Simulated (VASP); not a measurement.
# Co (P6_3/mmc) in VASP: electric field gradients with PBE

Aim: the electric field gradients of Co with PBE.

Everything below comes from runs of VASP 6.6.1. Logs are shortened: lines on timing, memory, paths and dates and some standing lists are left out, and cuts for length are marked.

**1. The cell of the first run**

Symmetry: P6_3/mmc, No. 194, hexagonal system. The conventional cell has a = 2.595 Å, b = 2.595 Å, c = 4.091 Å, α = 90.00°, β = 90.00°, γ = 120.00°. Within 3.3 Å of Co (site symmetry -6m2) lie 12 Co at 2.54 to 2.59 Å.

**2. Electric field gradients, PBE, collinear spin, ferromagnetic start (equal xx and yy strain of +3 %)**

INCAR reads:

```
ALGO = Normal
EDIFF = 1E-8
ENCUT = 510
GGA = PE
GGA_COMPAT = False
ISIF = 2
ISMEAR = -1
ISPIN = 2
LASPH = True
LCHARG = False
LEFG = True
LMAXMIX = 4
LORBIT = 11
LREAL = False
LWAVE = False
MAGMOM = 2 2
NBANDS = 28
NELM = 200
PREC = Accurate
SIGMA = 0.05
```

KPOINTS reads:

```
k-points
0
Gamma
  19 19 10
```

POSCAR reads:

```
Co
1.0
    2.5945708955      0.0000000000      0.0000000000
   -1.2972854477      2.2469643074      0.0000000000
    0.0000000000      0.0000000000      4.0910000000
Co
2
Direct
    0.3333333333      0.6666666667      0.2500000000
    0.6666666667      0.3333333333      0.7500000000
```

Potentials or basis: VASP PAW PBE potentials, release 64 (Co_sv).

Command:

```bash
$ cat potpaw_PBE.64/Co_sv/POTCAR > POTCAR
$ mpirun -np 1 vasp_std > vasp.out
```

OUTCAR:

```text
EDIFF = 1E-8
   ENCUT = 510
   GGA = PE
   ISIF = 2
   ISMEAR = -1
   ISPIN = 2
   LASPH = True
   LORBIT = 11
   LREAL = False
   NELM = 200
   PREC = Accurate

 ion  position               nearest neighbor table
   1  0.333  0.667  0.250-   2 2.54   2 2.54   2 2.54   2 2.54   2 2.54   2 2.54
   2  0.667  0.333  0.750-   1 2.54   1 2.54   1 2.54   1 2.54   1 2.54   1 2.54

  LATTYP: Found a hexagonal cell.
 ALAT       =     2.5945708955
 C/A-ratio  =     1.5767539854

  Lattice vectors:

 A1 = (   2.5945708955,   0.0000000000,   0.0000000000)
 A2 = (  -1.2972854477,   2.2469643074,   0.0000000000)
 A3 = (   0.0000000000,   0.0000000000,   4.0910000000)

Analysis of symmetry for initial positions (statically):
=====================================================================
 Subroutine PRICEL returns:
 Original cell was already a primitive cell.

 Routine SETGRP: Setting up the symmetry group for a
 hexagonal supercell.

 Subroutine GETGRP returns: Found 24 space group operations
 (whereof 12 operations were pure point group operations)
 out of a pool of 24 trial point group operations.

The static configuration has the point symmetry D_3d.
 The point group associated with its full space group is D_6h.

Analysis of symmetry for dynamics (positions and initial velocities):
=====================================================================
 Subroutine PRICEL returns:
 Original cell was already a primitive cell.

 Routine SETGRP: Setting up the symmetry group for a
 hexagonal supercell.

 Subroutine GETGRP returns: Found 24 space group operations
 (whereof 12 operations were pure point group operations)
 out of a pool of 24 trial point group operations.

The dynamic configuration has the point symmetry D_3d.
 The point group associated with its full space group is D_6h.

Analysis of structural, dynamic, and magnetic symmetry:
=====================================================================
 Subroutine PRICEL returns:
 Original cell was already a primitive cell.

 Routine SETGRP: Setting up the symmetry group for a
 hexagonal supercell.

 Subroutine GETGRP returns: Found 24 space group operations
 (whereof 12 operations were pure point group operations)
 out of a pool of 24 trial point group operations.

The overall configuration has the point symmetry D_3d.
 The point group associated with its full space group is D_6h.

 Subroutine INISYM returns: Found 24 space group operations
 (whereof 12 operations are pure point group operations),
 and found     1 'primitive' translations

----------------------------------------------------------------------------------------

                                     Primitive cell

  volume of cell :      23.8502

  direct lattice vectors                    reciprocal lattice vectors
     2.594570895  0.000000000  0.000000000     0.385420187  0.222522449  0.000000000
    -1.297285448  2.246964307  0.000000000     0.000000000  0.445044898  0.000000000
     0.000000000  0.000000000  4.091000000     0.000000000  0.000000000  0.244439012

  length of vectors
     2.594570895  2.594570895  4.091000000     0.445044898  0.445044898  0.244439012

  position of ions in fractional coordinates (direct lattice)
     0.333333333  0.666666667  0.250000000
     0.666666667  0.333333333  0.750000000

  ion indices of the primitive-cell ions
   primitive index   ion index
                 1           1
                 2           2

----------------------------------------------------------------------------------------

 KPOINTS: k-points

Automatic generation of k-mesh.
 Grid dimensions read from file:
 generate k-points for:   19   19   10

 Generating k-lattice:

  Cartesian coordinates                     Fractional coordinates (reciprocal lattice)
     0.020285273  0.011711708  0.000000000     0.052631579 -0.000000000  0.000000000
     0.000000000  0.023423416  0.000000000     0.000000000  0.052631579  0.000000000
     0.000000000  0.000000000  0.024443901     0.000000000  0.000000000  0.100000000

  Length of vectors
     0.023423416  0.023423416  0.024443901

  Shift w.r.t. Gamma in fractional coordinates (k-lattice)
     0.000000000  0.000000000  0.000000000

 Subroutine IBZKPT returns following result:
 ===========================================

 Found    240 irreducible k-points:

 Following reciprocal coordinates:
            Coordinates               Weight
  0.000000  0.000000  0.000000      1.000000
  0.052632  0.000000  0.000000      6.000000
  0.105263  0.000000  0.000000      6.000000
  0.157895  0.000000  0.000000      6.000000
  0.210526  0.000000  0.000000      6.000000
  0.263158  0.000000  0.000000      6.000000
[... 16 lines left out ...]
  0.263158  0.105263  0.000000     12.000000
  0.315789  0.105263  0.000000     12.000000
 [... further k-points ...]
   k-points           NKPTS =    240   k-points in BZ     NKDIM =    240   number of bands    NBANDS=     28
   number of dos      NEDOS =    301   number of ions     NIONS =      2
   total plane-waves  NPLWV =  12000
   dimension x,y,z NGX =    20 NGY =   20 NGZ =   30
   dimension x,y,z NGXF=    40 NGYF=   40 NGZF=   60
   ions per type =               2
   NGX,Y,Z   is equivalent  to a cutoff of  12.81, 12.81, 12.19 a.u.
   NGXF,Y,Z  is equivalent  to a cutoff of  25.63, 25.63, 24.38 a.u.
 SYSTEM =  unknown system
   PREC   = accura    normal or accurate (medium, high low for compatibility)
   ISTART =      0    job   : 0-new  1-cont  2-samecut
   ICHARG =      2    charge: 1-file 2-atom 10-const
   ISPIN  =      2    spin polarized calculation?
   LNONCOLLINEAR =      F non collinear calculations
   LSORBIT =      F    spin-orbit coupling
   LASPH  =      T    aspherical Exc in radial PAW
   ENCUT  =  510.0 eV  37.48 Ry    6.12 a.u.   4.78  4.78  7.53*2*pi/ulx,y,z
   NELM   =    200;   NELMIN=  2; NELMDL= -5     # of ELM steps
   EDIFF  = 0.1E-07   stopping-criterion for ELM
   LREAL  =      F    real-space projection
   EDIFFG = 0.1E-06   stopping-criterion for IOM
   NSW    =      0    number of steps for IOM
   IBRION =     -1    ionic relax: 0-MD 1-quasi-New 2-CG
   NFREE  =      0    steps in history (QN), initial steepest desc. (CG)
   ISIF   =      2    stress and relaxation
   ISYM   =      2    0-nonsym 1-usesym 2-fastsym
   POTIM  = 0.5000    time-step for ionic-motion
   TEBEG  =    0.0;   TEEND  =   0.0 temperature during run
   PSTRESS=    0.0 pullay stress
   NELECT =      34.0000    total number of electrons
   NUPDOWN=      -1.0000    fix difference up-down
   EMIN   =  10.00;   EMAX   =-10.00  energy-range for DOS
   EFERMI =   0.00;   METHOD = LEGACY
   ISMEAR =    -1;   SIGMA  =   0.05  broadening in eV -4-tet -1-fermi 0-gaus
   EFERMI_NEDOS =   21; number of points for ismear=-14 and -15
   IALGO  =     38    algorithm
   IMIX   =      4    mixing-type and parameters
     AMIX     =   0.40;   BMIX     =  1.00
     AMIX_MAG =   1.60;   BMIX_MAG =  1.00
  volume/ion in A,a.u.               =      11.93        80.47
  Fermi-wavevector in a.u.,A,eV,Ry     =   1.842485  3.481793 46.188415  3.394753
  Thomas-Fermi vector in A             =   2.894383
   LORBIT       =     11    0 simple, 1 ext, 2 COOP (PROOUT), +10 PAW based schemes
   GGA     = PE    functional components
   LHFCALC =     F    Hartree Fock is set to
   AEXX    =    0.0000 exact exchange contribution
   IVDW    =     0    specifies the selected vdW correction
   LEPSILON=     F    determine dielectric tensor
   LRPA    =     F    only Hartree local field effects (RPA)
 spin polarized calculation
  energy-cutoff  :      510.00
  volume of cell :       23.85
 maximum number of plane-waves:       640
 NGX is ok and might be reduce to    20
   NGX =  9   NGY =  9   NGZ = 15

 number of electron      33.9999949 magnetization       3.3426778

 Free energy of the ion-electron system (eV)
  ---------------------------------------------------
  ext. energy  EPLUGINS =         0.00000000
  ---------------------------------------------------
  free energy    TOTEN  =       -14.10240452 eV

  energy without entropy =      -14.08715386  energy(sigma->0) =      -14.09477919

 E-fermi :  10.6021     XC(G=0): -13.3145

 val. band max:       10.6009345871   @ k =   0.2105   0.0526   0.4000
 cond. band min:      10.6030471545   @ k =   0.3158   0.1053   0.4000
 fundamental gap:      0.0021125674
 Fermi energy:        10.6021350873

 spin component 1

 k-point     1 :       0.0000    0.0000    0.0000
  band No.  band energies     occupation
      1     -85.4580      1.00000
      2     -85.4169      1.00000
      3     -48.7879      1.00000
      4     -48.6066      1.00000
      5     -48.6066      1.00000
      6     -48.5683      1.00000
[... 20 lines left out ...]
     27      34.2386      0.00000
     28      35.5500      0.00000
[... 683 lines left out ...]
 k-point    24 :       0.3158    0.1053    0.0000
  band No.  band energies     occupation
      1     -85.4297      1.00000
      2     -85.4103      1.00000
      3     -48.7315      1.00000
      4     -48.7072      1.00000
      5     -48.6985      1.00000
      6     -48.6528      1.00000
[... 20 lines left out ...]
     27      32.1213      0.00000
     28      33.3139      0.00000

 [... further k-points ...]

 spin component 2

 k-point     1 :       0.0000    0.0000    0.0000
  band No.  band energies     occupation
      1     -83.3143      1.00000
      2     -83.2698      1.00000
      3     -46.7232      1.00000
      4     -46.5105      1.00000
      5     -46.5105      1.00000
      6     -46.4686      1.00000
[... 20 lines left out ...]
     27      34.5447      0.00000
     28      35.2201      0.00000
[... 683 lines left out ...]
 k-point    24 :       0.3158    0.1053    0.0000
  band No.  band energies     occupation
      1     -83.2836      1.00000
      2     -83.2627      1.00000
      3     -46.6481      1.00000
      4     -46.6337      1.00000
      5     -46.6116      1.00000
      6     -46.5610      1.00000
[... 20 lines left out ...]
     27      32.4367      0.00000
     28      33.6465      0.00000

 [... further k-points ...]

------------------------ aborting loop because EDIFF is reached ----------------------------------------

  FORCE on cell =-STRESS in cart. coord.  units (eV):
  Direction    XX          YY          ZZ          XY          YZ          ZX
  --------------------------------------------------------------------------------------
  -------------------------------------------------------------------------------------
  Total       -3.0690657     -3.0690657     -2.2543531     -0.0000000      0.0000000      0.0000000
  in kB     -206.1700494   -206.1700493   -151.4402564     -0.0000000      0.0000000      0.0000000
  external PRESSURE =    -187.9267850 kB  Pullay stress =       0.0000000 kB

 VOLUME and BASIS-vectors are now :
 -----------------------------------------------------------------------------
  energy-cutoff  :      510.00
  volume of cell :       23.85
      direct lattice vectors                 reciprocal lattice vectors
     2.594570895  0.000000000  0.000000000     0.385420187  0.222522449  0.000000000
    -1.297285448  2.246964307  0.000000000     0.000000000  0.445044898  0.000000000
     0.000000000  0.000000000  4.091000000     0.000000000  0.000000000  0.244439012

 POSITION                                       TOTAL-FORCE (eV/Angst)
 -----------------------------------------------------------------------------------
     -0.00000      1.49798      1.02275         0.000000      0.000000      0.000000
      1.29729      0.74899      3.06825         0.000000     -0.000000      0.000000
 -----------------------------------------------------------------------------------
    total drift:                               -0.000000      0.000000     -0.000000

  FREE ENERGIE OF THE ION-ELECTRON SYSTEM (eV)
  ---------------------------------------------------
  free  energy   TOTEN  =       -14.1024045161 eV

  energy  without entropy=      -14.0871538612  energy(sigma->0) =      -14.09477919

 Electric field gradients (V/A^2)
---------------------------------------------------------------------
 ion       V_xx      V_yy      V_zz      V_xy      V_xz      V_yz
---------------------------------------------------------------------
   1       4.406     4.411    -8.817     0.004     0.000    -0.000
   2       4.406     4.411    -8.817     0.004    -0.000     0.000
---------------------------------------------------------------------

 Electric field gradients after diagonalization (V/A^2)
 (convention: |V_zz| > |V_xx| > |V_yy|)
----------------------------------------------------------------------
 ion       V_xx      V_yy      V_zz     asymmetry (V_yy - V_xx)/ V_zz
----------------------------------------------------------------------
   1       4.414     4.404    -8.817       0.001
   2       4.414     4.404    -8.817       0.001
----------------------------------------------------------------------

           NMR quadrupolar parameters

 Cq : quadrupolar parameter    Cq=e*Q*V_zz/h
 eta: asymmetry parameters     (V_yy - V_xx)/ V_zz
 Q  : nuclear electric quadrupole moment in mb (millibarn)
----------------------------------------------------------------------
 ion       Cq(MHz)       eta       Q (mb)
----------------------------------------------------------------------
   1      -0.021       0.001       1.000
   2      -0.021       0.001       1.000
----------------------------------------------------------------------

 total charge

# of ion       s       p       d       tot
------------------------------------------
    1        2.228   6.093   6.661  14.982
    2        2.228   6.093   6.661  14.982
--------------------------------------------------
tot          4.457  12.187  13.321  29.965

 magnetization (x)

# of ion       s       p       d       tot
------------------------------------------
    1       -0.004  -0.015   1.771   1.752
    2       -0.004  -0.015   1.771   1.752
--------------------------------------------------
tot         -0.009  -0.029   3.542   3.504
```

Run time: 7.4 min. Hardware: 1 thread of AMD EPYC 7R43 (Zen 3), shared host; peak memory 0.25 GiB.

What came out:

| Quantity | Value |
| --- | --- |
| Free energy | -14.1024 eV |
| Pressure | -18.8 GPa |
| Net moment | 3.34 μB per cell |
| Site moments | Co +1.75 μB |
| Largest electric field gradient by atom | Co -8.8 V/Å² |
| Valence electrons inside the program's atomic spheres | Co 14.98 |

Levels at points of the mesh, in eV from the Fermi level:
Spin up:
| k point | band 16 | band 17 | band 18 | band 19 | band 20 | band 21 | band 22 | band 23 |
| --- | --- | --- | --- | --- | --- | --- | --- | --- |
| (0.00, 0.00, 0.00) | -2.00 | -2.00 | -0.95 | -0.95 | 0.17 | 5.87 | 20.72 | 22.15 |
| (0.00, 0.00, 0.50) | -2.60 | -1.23 | -1.23 | -1.23 | -1.23 | 14.53 | 14.53 | 21.41 |
Spin down:
```
           k point  band 11  band 12  band 13  band 14  band 15  band 16  band 17  band 18  band 19  band 20
(0.00, 0.00, 0.00)    -0.79    -0.79    -0.67    -0.44    -0.44    -0.18    -0.18     0.06     0.99     0.99
(0.00, 0.00, 0.50)    -1.22    -1.22    -0.88    -0.88    -0.88    -0.88     0.69     0.69     0.69     0.69
```

Electric field gradients, principal values (V/Å²):
| atom | least | middle | greatest (by size) |
| --- | --- | --- | --- |
| 1 Co | 4.404 | 4.414 | -8.817 |
| 2 Co | 4.404 | 4.414 | -8.817 |

Caveat: the cell differs from its parent crystal (equal xx and yy strain of +3 %); the stress differs along the axes, from -21 to -15 GPa; without QUAD_EFG the Cq values of the log hold for a quadrupole moment of 1 mb, not for the nuclei.
